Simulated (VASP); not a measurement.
# NbSiO4 (P6/mmm) in VASP: a series of runs

NbSiO4 is run at these levels: PBE; tasks: single point, relaxation of cell and atoms.

Program: VASP 6.6.1. These are calculated values, not measurements. Logs are shortened: lines on timing, memory, paths and dates and some standing lists are left out, and cuts for length are marked.

### Step 1. The cell of the first run

Symmetry: P6/mmm, No. 191, hexagonal system. Conventional cell: a = 3.197 Å, b = 3.197 Å, c = 6.498 Å, α = 90.00°, β = 90.00°, γ = 120.00°. Nb (site symmetry 6/mmm) has 12 O at 2.50 Å and 6 Nb at 3.20 Å and 2 Si at 3.25 Å within 3.3 Å. Within 3.3 Å of Si (site symmetry 6/mmm) lie 12 O at 2.42 Å and 6 Si at 3.20 Å and 2 Nb at 3.25 Å. Within 2.6 Å of O (site symmetry 3m) lie 3 O at 1.85 Å and 3 Si at 2.42 Å and 3 Nb at 2.50 Å.

The cell was generated, and may not be a known phase.

### Step 2. Single point, PBE

Input file INCAR:

```
PREC = Accurate ; ENCUT = 520
EDIFF = 1E-6 ; ISMEAR = 0
SIGMA = 0.1 ; LREAL = F
LASPH = T ; NELM = 60
ALGO = Normal ; ISIF = 2
LWAVE = F ; LCHARG = F
GGA = PE ; NBANDS = 30
```

Input file KPOINTS:

```
regular mesh
0
Gamma
  6 6 4
```

Input file POSCAR:

```
NbSiO4
1.0
    3.1967274900      0.0000000000      0.0000000000
   -1.5983637500      2.7684472200      0.0000000000
    0.0000000000      0.0000000000      6.4983526100
Nb Si O
1 1 4
Direct
    0.0000000000      0.0000000000      0.5000000000
    0.0000000000      0.0000000000      0.0000000000
    0.3333333300      0.6666666700      0.7595900300
    0.3333333300      0.6666666700      0.2404099700
    0.6666666700      0.3333333300      0.7595900300
    0.6666666700      0.3333333300      0.2404099700
```

Potentials or basis: VASP PAW PBE potentials, release 64 (Nb_sv, Si, O).

On the command line:

```sh
cat potpaw_PBE.64/Nb_sv/POTCAR potpaw_PBE.64/Si/POTCAR potpaw_PBE.64/O/POTCAR > POTCAR
mpirun -np 1 vasp_std > vasp.out
```

OUTCAR:

```text
PREC = Accurate
   ENCUT = 520
   EDIFF = 1E-6
   ISMEAR = 0
   LREAL = F
   LASPH = T
   NELM = 60
   ISIF = 2
   GGA = PE

 ion  position               nearest neighbor table
   1  0.000  0.000  0.500-   3 2.50   4 2.50   5 2.50   6 2.50   5 2.50   6 2.50   3 2.50   4 2.50
                             5 2.50   6 2.50   3 2.50   4 2.50
   2  0.000  0.000  0.000-   3 2.42   4 2.42   5 2.42   6 2.42   5 2.42   6 2.42   3 2.42   4 2.42
                             5 2.42   6 2.42   3 2.42   4 2.42
   3  0.333  0.667  0.760-   5 1.85   5 1.85   5 1.85   2 2.42   2 2.42   2 2.42   1 2.50   1 2.50
                             1 2.50
   4  0.333  0.667  0.240-   6 1.85   6 1.85   6 1.85   2 2.42   2 2.42   2 2.42   1 2.50   1 2.50
                             1 2.50
   5  0.667  0.333  0.760-   3 1.85   3 1.85   3 1.85   2 2.42   2 2.42   2 2.42   1 2.50   1 2.50
                             1 2.50
   6  0.667  0.333  0.240-   4 1.85   4 1.85   4 1.85   2 2.42   2 2.42   2 2.42   1 2.50   1 2.50
                             1 2.50

  LATTYP: Found a hexagonal cell.
 ALAT       =     3.1967274900
 C/A-ratio  =     2.0328140670

  Lattice vectors:

 A1 = (   3.1967274900,   0.0000000000,   0.0000000000)
 A2 = (  -1.5983637500,   2.7684472200,   0.0000000000)
 A3 = (   0.0000000000,   0.0000000000,   6.4983526100)

Analysis of symmetry for initial positions (statically):
=====================================================================
 Subroutine PRICEL returns:
 Original cell was already a primitive cell.

 Routine SETGRP: Setting up the symmetry group for a
 hexagonal supercell.

 Subroutine GETGRP returns: Found 24 space group operations
 (whereof 24 operations were pure point group operations)
 out of a pool of 24 trial point group operations.

The static configuration has the point symmetry D_6h.

Analysis of symmetry for dynamics (positions and initial velocities):
=====================================================================
 Subroutine PRICEL returns:
 Original cell was already a primitive cell.

 Routine SETGRP: Setting up the symmetry group for a
 hexagonal supercell.

 Subroutine GETGRP returns: Found 24 space group operations
 (whereof 24 operations were pure point group operations)
 out of a pool of 24 trial point group operations.

The dynamic configuration has the point symmetry D_6h.

 Subroutine INISYM returns: Found 24 space group operations
 (whereof 24 operations are pure point group operations),
 and found     1 'primitive' translations

----------------------------------------------------------------------------------------

                                     Primitive cell

  volume of cell :      57.5102

  direct lattice vectors                    reciprocal lattice vectors
     3.196727490  0.000000000  0.000000000     0.312819908  0.180606658  0.000000000
    -1.598363750  2.768447220  0.000000000     0.000000000  0.361213316  0.000000000
     0.000000000  0.000000000  6.498352610     0.000000000  0.000000000  0.153885155

  length of vectors
     3.196727490  3.196727497  6.498352610     0.361213317  0.361213316  0.153885155

  position of ions in fractional coordinates (direct lattice)
     0.000000000  0.000000000  0.500000000
     0.000000000  0.000000000  0.000000000
     0.333333330  0.666666670  0.759590030
     0.333333330  0.666666670  0.240409970
     0.666666670  0.333333330  0.759590030
     0.666666670  0.333333330  0.240409970

  ion indices of the primitive-cell ions
   primitive index   ion index
                 1           1
                 2           2
                 3           3
                 4           4
                 5           5
                 6           6

----------------------------------------------------------------------------------------

 KPOINTS: regular mesh

Automatic generation of k-mesh.
 Grid dimensions read from file:
 generate k-points for:    6    6    4

 Generating k-lattice:

  Cartesian coordinates                     Fractional coordinates (reciprocal lattice)
     0.052136651  0.030101110  0.000000000     0.166666667  0.000000000  0.000000000
     0.000000000  0.060202219  0.000000000     0.000000000  0.166666667  0.000000000
     0.000000000  0.000000000  0.038471289     0.000000000  0.000000000  0.250000000

  Length of vectors
     0.060202219  0.060202219  0.038471289

  Shift w.r.t. Gamma in fractional coordinates (k-lattice)
     0.000000000  0.000000000  0.000000000

 Subroutine IBZKPT returns following result:
 ===========================================

 Found     21 irreducible k-points:

 Following reciprocal coordinates:
            Coordinates               Weight
  0.000000  0.000000  0.000000      1.000000
  0.166667 -0.000000  0.000000      6.000000
  0.333333  0.000000  0.000000      6.000000
  0.500000  0.000000  0.000000      3.000000
  0.166667  0.166667  0.000000      6.000000
  0.333333  0.166667  0.000000     12.000000
[... 13 lines left out ...]
  0.333333  0.166667  0.500000     12.000000
  0.333333  0.333333  0.500000      2.000000
   k-points           NKPTS =     21   k-points in BZ     NKDIM =     21   number of bands    NBANDS=     30
   number of dos      NEDOS =    301   number of ions     NIONS =      6
   total plane-waves  NPLWV =  27648
   dimension x,y,z NGX =    24 NGY =   24 NGZ =   48
   dimension x,y,z NGXF=    48 NGYF=   48 NGZF=   96
   ions per type =               1   1   4
   NGX,Y,Z   is equivalent  to a cutoff of  12.48, 12.48, 12.28 a.u.
   NGXF,Y,Z  is equivalent  to a cutoff of  24.96, 24.96, 24.56 a.u.
 SYSTEM =  unknown system
   PREC   = accura    normal or accurate (medium, high low for compatibility)
   ISTART =      0    job   : 0-new  1-cont  2-samecut
   ICHARG =      2    charge: 1-file 2-atom 10-const
   ISPIN  =      1    spin polarized calculation?
   LNONCOLLINEAR =      F non collinear calculations
   LSORBIT =      F    spin-orbit coupling
   LASPH  =      T    aspherical Exc in radial PAW
   ENCUT  =  520.0 eV  38.22 Ry    6.18 a.u.   5.94  5.94 12.08*2*pi/ulx,y,z
   NELM   =     60;   NELMIN=  2; NELMDL= -5     # of ELM steps
   EDIFF  = 0.1E-05   stopping-criterion for ELM
   LREAL  =      F    real-space projection
   EDIFFG = 0.1E-04   stopping-criterion for IOM
   NSW    =      0    number of steps for IOM
   IBRION =     -1    ionic relax: 0-MD 1-quasi-New 2-CG
   NFREE  =      0    steps in history (QN), initial steepest desc. (CG)
   ISIF   =      2    stress and relaxation
   ISYM   =      2    0-nonsym 1-usesym 2-fastsym
   POTIM  = 0.5000    time-step for ionic-motion
   TEBEG  =    0.0;   TEEND  =   0.0 temperature during run
   PSTRESS=    0.0 pullay stress
   NELECT =      41.0000    total number of electrons
   NUPDOWN=      -1.0000    fix difference up-down
   EMIN   =  10.00;   EMAX   =-10.00  energy-range for DOS
   EFERMI =   0.00;   METHOD = LEGACY
   ISMEAR =     0;   SIGMA  =   0.10  broadening in eV -4-tet -1-fermi 0-gaus
   EFERMI_NEDOS =   21; number of points for ismear=-14 and -15
   IALGO  =     38    algorithm
   IMIX   =      4    mixing-type and parameters
     AMIX     =   0.40;   BMIX     =  1.00
     AMIX_MAG =   1.60;   BMIX_MAG =  1.00
  volume/ion in A,a.u.               =       9.59        64.68
  Fermi-wavevector in a.u.,A,eV,Ry     =   1.462473  2.763672 29.100496  2.138826
  Thomas-Fermi vector in A             =   2.578682
   LORBIT       =      0    0 simple, 1 ext, 2 COOP (PROOUT), +10 PAW based schemes
   GGA     = PE    functional components
   LHFCALC =     F    Hartree Fock is set to
   AEXX    =    0.0000 exact exchange contribution
   IVDW    =     0    specifies the selected vdW correction
   LEPSILON=     F    determine dielectric tensor
   LRPA    =     F    only Hartree local field effects (RPA)
 non-spin polarized calculation
 Gauss-broadening in eV      SIGMA  =   0.10
  energy-cutoff  :      520.00
  volume of cell :       57.51
 maximum number of plane-waves:      1572
 NGX is ok and might be reduce to    24
   NGX = 11   NGY = 11   NGZ = 25

 number of electron      40.9999991 magnetization

 Free energy of the ion-electron system (eV)
  ---------------------------------------------------
  ext. energy  EPLUGINS =         0.00000000
  ---------------------------------------------------
  free energy    TOTEN  =       -30.99556624 eV

  energy without entropy =      -30.95799242  energy(sigma->0) =      -30.97677933

 E-fermi :   9.7508     XC(G=0): -12.4257

 val. band max:        9.7415627029   @ k =   0.1667   0.1667   0.5000
 cond. band min:       9.7536492993   @ k =   0.3333   0.0000   0.5000
 fundamental gap:      0.0120865964
 Fermi energy:         9.7508038092

 k-point     1 :       0.0000    0.0000    0.0000
  band No.  band energies     occupation
      1     -46.8230      2.00000
      2     -22.8764      2.00000
      3     -22.5963      2.00000
      4     -22.5963      2.00000
      5     -13.1913      2.00000
      6     -12.5911      2.00000
[... 22 lines left out ...]
     29      15.9972      0.00000
     30      15.9972      0.00000

 k-point     2 :       0.1667   -0.0000    0.0000
  band No.  band energies     occupation
      1     -46.8092      2.00000
      2     -22.8436      2.00000
      3     -22.7262      2.00000
      4     -22.6247      2.00000
      5     -12.8302      2.00000
      6     -12.3305      2.00000
[... 22 lines left out ...]
     29      15.1900      0.00000
     30      15.6316      0.00000

 k-point     3 :       0.3333    0.0000    0.0000
  band No.  band energies     occupation
      1     -46.7816      2.00000
      2     -22.9770      2.00000
      3     -22.7779      2.00000
      4     -22.6810      2.00000
      5     -11.8557      2.00000
      6     -11.5996      2.00000
[... 583 lines left out ...]
     29      14.1320      0.00000
     30      16.4569      0.00000

 k-point    21 :       0.3333    0.3333    0.5000
  band No.  band energies     occupation
      1     -46.7608      2.00000
      2     -22.9443      2.00000
      3     -22.9443      2.00000
      4     -22.7293      2.00000
      5     -10.0638      2.00000
      6     -10.0638      2.00000
[... 22 lines left out ...]
     29      13.7572      0.00000
     30      17.1362      0.00000

------------------------ aborting loop because EDIFF is reached ----------------------------------------

  FORCE on cell =-STRESS in cart. coord.  units (eV):
  Direction    XX          YY          ZZ          XY          YZ          ZX
  --------------------------------------------------------------------------------------
  -------------------------------------------------------------------------------------
  Total       20.2857245     20.2857245    -11.1262084     -0.0000000      0.0000000     -0.0000000
  in kB      565.1398963    565.1398982   -309.9649834     -0.0000010      0.0000000     -0.0000000
  external PRESSURE =     273.4382704 kB  Pullay stress =       0.0000000 kB

 VOLUME and BASIS-vectors are now :
 -----------------------------------------------------------------------------
  energy-cutoff  :      520.00
  volume of cell :       57.51
      direct lattice vectors                 reciprocal lattice vectors
     3.196727490  0.000000000  0.000000000     0.312819908  0.180606658  0.000000000
    -1.598363750  2.768447220  0.000000000     0.000000000  0.361213316  0.000000000
     0.000000000  0.000000000  6.498352610     0.000000000  0.000000000  0.153885155

 POSITION                                       TOTAL-FORCE (eV/Angst)
 -----------------------------------------------------------------------------------
      0.00000      0.00000      3.24918         0.000000     -0.000000      0.000000
      0.00000      0.00000      0.00000         0.000000     -0.000000      0.000000
     -0.00000      1.84563      4.93608         0.000000     -0.000000     -1.281851
     -0.00000      1.84563      1.56227         0.000000     -0.000000      1.281851
      1.59836      0.92282      4.93608        -0.000000      0.000000     -1.281851
      1.59836      0.92282      1.56227        -0.000000      0.000000      1.281851
 -----------------------------------------------------------------------------------
    total drift:                                0.000000     -0.000000      0.000000

  FREE ENERGIE OF THE ION-ELECTRON SYSTEM (eV)
  ---------------------------------------------------
  free  energy   TOTEN  =       -30.9955662382 eV

  energy  without entropy=      -30.9579924215  energy(sigma->0) =      -30.97677933
```

Run time: 14 s. Hardware: 1 thread of Intel Xeon 6975P-C (Granite Rapids), shared host; peak memory 0.18 GiB.

What came out:

```yaml
Free_energy: -30.9956 eV
Pressure: 27.3 GPa
Largest_force: 1.282 eV/Å
Band_gap_on_the_k_mesh: zero (an odd number of electrons rules out a gap without spin polarisation)
```

Forces on the atoms (eV/Å):
```
Nb   0.000  0.000  0.000
Si   0.000  0.000  0.000
O    0.000  0.000 -1.282
O    0.000  0.000  1.282
O    0.000  0.000 -1.282
O    0.000  0.000  1.282
```

Levels at points of the mesh, in eV from the Fermi level:
| k point | band 18 | band 19 | band 20 | band 21 | band 22 | band 23 | band 24 | band 25 |
| --- | --- | --- | --- | --- | --- | --- | --- | --- |
| (0.00, 0.00, 0.00) | -2.26 | -1.74 | -1.74 | -1.51 | -1.38 | -0.44 | -0.44 | 2.65 |
| (0.50, 0.00, 0.00) | -0.46 | -0.41 | -0.02 | 0.59 | 1.20 | 1.39 | 1.74 | 1.81 |
| (0.00, 0.00, 0.50) | -1.87 | -1.87 | -1.87 | -1.34 | -1.34 | -0.39 | -0.39 | 1.80 |
| (0.50, 0.00, 0.50) | -0.92 | -0.25 | -0.23 | 0.63 | 1.06 | 1.14 | 1.22 | 1.74 |

Caveat: the k points lie up to 0.38 Å⁻¹ apart, too coarse for converged energies and pressures of a metal; an odd number of electrons without spin polarisation forces a metal; a magnetic or distorted state may lie lower.

### Step 3. Single point, PBE

This run uses another cell than the first one, of 9.62 Å³/atom.

Input file INCAR:

```
PREC = Accurate
ENCUT = 520
EDIFF = 1E-7
ISMEAR = 0
SIGMA = 0.1
LREAL = F
LASPH = T
NELM = 80
ALGO = Normal
ISIF = 2
LWAVE = F
LCHARG = F
GGA = PE
NBANDS = 30
```

KPOINTS is that of step 2.

Input file POSCAR:

```
NbSiO4
1.0
    3.6268803473      0.0000000033      0.0000000000
   -1.8134401765      3.1409705156      0.0000000000
    0.0000000000      0.0000000000      5.0688295800
Nb Si O
1 1 4
Direct
    0.0000000000      0.0000000000      0.5000000000
    0.0000000000      0.0000000000      0.0000000000
    0.3333333333      0.6666666667      0.7257551309
    0.3333333333      0.6666666667      0.2742448691
    0.6666666667      0.3333333333      0.7257551309
    0.6666666667      0.3333333333      0.2742448691
```

Potentials or basis: VASP PAW PBE potentials, release 64 (Nb_sv, Si, O).

On the command line:

```sh
cat potpaw_PBE.64/Nb_sv/POTCAR potpaw_PBE.64/Si/POTCAR potpaw_PBE.64/O/POTCAR > POTCAR
mpirun -np 1 vasp_std > vasp.out
```

Run time: 20 s. Hardware: 1 thread of Intel Xeon 6975P-C (Granite Rapids), shared host; peak memory 0.19 GiB.

It converged, with:

```yaml
Free_energy: -37.1620 eV
Pressure: -0.1 GPa
Largest_force: 0.010 eV/Å
Band_gap_on_the_k_mesh: zero (an odd number of electrons rules out a gap without spin polarisation)
```

Forces on the atoms (eV/Å):
```
Nb   0.000  0.000  0.000
Si   0.000  0.000  0.000
O    0.000  0.000 -0.010
O    0.000  0.000  0.010
O    0.000  0.000 -0.010
O    0.000  0.000  0.010
```

Stress tensor (GPa, compression positive):
```
 0.06  0.00  0.00
 0.00  0.06  0.00
 0.00  0.00 -0.28
```

Levels at points of the mesh, in eV from the Fermi level:
```
           k point  band 17  band 18  band 19  band 20  band 21  band 22  band 23  band 24
(0.00, 0.00, 0.00)    -2.60    -2.06    -1.96    -1.96     0.50     1.23     2.71     2.73
(0.50, 0.00, 0.00)    -1.29    -1.22    -0.88    -0.29     0.56     2.29     3.03     3.12
(0.00, 0.00, 0.50)    -1.80    -1.21    -1.21    -1.06    -0.43    -0.33     3.04     3.04
(0.50, 0.00, 0.50)    -1.41    -1.20    -0.99    -0.91    -0.37     0.41     2.74     3.09
```

Caveat: an odd number of electrons without spin polarisation forces a metal; a magnetic or distorted state may lie lower.

### Step 4. Relaxation of cell and atoms, PBE

Input file INCAR:

```
ALGO     = Normal         # electronic algorithm
EDIFF    = 1E-6           # SCF threshold, eV
EDIFFG   = -0.04          # ionic threshold
ENCUT    = 600            # plane-wave cutoff, eV
GGA      = PE             # functional
IBRION   = 2              # ionic algorithm
ISIF     = 3              # what is computed and relaxed
ISMEAR   = 0              # smearing method
LASPH    = T              # aspherical terms in the spheres
LCHARG   = F              # write CHGCAR
LREAL    = F              # projectors in reciprocal space
LWAVE    = F              # write WAVECAR
NELM     = 60             # most SCF steps
NSW      = 90             # ionic steps
PREC     = Accurate       # precision mode
SIGMA    = 0.1            # smearing width, eV
```

Input file KPOINTS:

```
k-points
0
Gamma
  6 6 4
```

Input file POSCAR:

```
NbSiO4
1.0
    3.1967274900      0.0000000000      0.0000000000
   -1.5983637500      2.7684472200      0.0000000000
    0.0000000000      0.0000000000      6.4983526100
Nb Si O
1 1 4
Direct
    0.0000000000      0.0000000000      0.5000000000
    0.0000000000      0.0000000000      0.0000000000
    0.3333333300      0.6666666700      0.7595900300
    0.3333333300      0.6666666700      0.2404099700
    0.6666666700      0.3333333300      0.7595900300
    0.6666666700      0.3333333300      0.2404099700
```

On the command line:

```sh
cat potpaw_PBE.64/Nb_sv/POTCAR potpaw_PBE.64/Si/POTCAR potpaw_PBE.64/O/POTCAR > POTCAR
mpirun -np 1 vasp_std > vasp.out
```

It took 3.7 min on 1 thread of Intel Xeon 6975P-C (Granite Rapids), shared host; peak memory 0.22 GiB.

The run converged. Its results:

* Free energy: -37.1606 eV
* Relaxed volume: 9.61 Å³/atom
* Relaxed cell: a = 3.624 Å, b = 3.624 Å, c = 5.070 Å, α = 90.00°, β = 90.00°, γ = 120.00°
* Space group after relaxing (to 0.1 Å): P6/mmm (No. 191)
* Energy gained by relaxing: 1026.3 meV/atom
* Ionic steps: 11
* Pressure after relaxing: -0.2 GPa
* Largest force after relaxing: 0.032 eV/Å
* Band gap on the k mesh: zero (an odd number of electrons rules out a gap without spin polarisation)

Forces on the atoms (eV/Å):
```
Nb   0.000  0.000  0.000
Si   0.000  0.000  0.000
O    0.000  0.000 -0.032
O    0.000  0.000  0.032
O    0.000  0.000 -0.032
O    0.000  0.000  0.032
```

Stress tensor (GPa, compression positive):
```
-0.10  0.00  0.00
 0.00 -0.10  0.00
 0.00  0.00 -0.34
```

Step by step:
```tsv
step	energy change (eV)	largest force (eV/Å)	pressure (GPa)	volume (Å³)
1	0.0000	1.2821	27.17	57.51
2	-3.8243	1.9523	-22.29	70.74
3	-3.8177	1.9746	-21.71	70.50
4	-5.6080	0.1282	-11.73	61.18
5	-5.7137	0.5836	-16.65	62.74
6	-5.9292	0.2349	17.84	53.49
7	-6.1463	0.1721	0.80	57.05
8	-6.1462	0.1615	1.26	56.94
9	-6.1543	0.1158	0.53	57.30
10	-6.1558	0.0881	0.10	57.54
11	-6.1579	0.0321	-0.18	57.68
```

Final structure:
```
Nb Si O
1.0
     3.62448    0.00000    0.00000
    -1.81224    3.13889    0.00000
     0.00000    0.00000    5.06956
Nb Si O
1 1 4
Direct
  0.00000 0.00000 0.50000
  0.00000 0.00000 0.00000
  0.33333 0.66667 0.72630
  0.33333 0.66667 0.27370
  0.66667 0.33333 0.72630
  0.66667 0.33333 0.27370
```

Levels at points of the mesh, in eV from the Fermi level:
| k point | band 16 | band 17 | band 18 | band 19 | band 20 | band 21 | band 22 | band 23 | band 24 |
| --- | --- | --- | --- | --- | --- | --- | --- | --- | --- |
| (0.00, 0.00, 0.00) | -2.74 | -2.60 | -2.08 | -1.97 | -1.97 | 0.49 | 1.23 | 2.71 | 2.72 |
| (0.50, 0.00, 0.00) | -1.54 | -1.28 | -1.21 | -0.88 | -0.31 | 0.57 | 2.29 | 3.12 | 3.23 |
| (0.00, 0.00, 0.50) | -3.48 | -1.79 | -1.21 | -1.21 | -1.06 | -0.45 | -0.34 | 3.03 | 3.03 |
| (0.50, 0.00, 0.50) | -2.05 | -1.41 | -1.19 | -0.99 | -0.90 | -0.37 | 0.41 | 2.74 | 3.08 |

Caveat: the k points lie up to 0.33 Å⁻¹ apart in the final cell, too coarse for converged energies and pressures of a metal; a cell axis changed by over 15 % at a fixed basis, so the end point is rough; an odd number of electrons without spin polarisation forces a metal; a magnetic or distorted state may lie lower.

[end of part 1 of 2]

The gap in the log of VASP goes by the Fermi energy; the results here count the filled bands.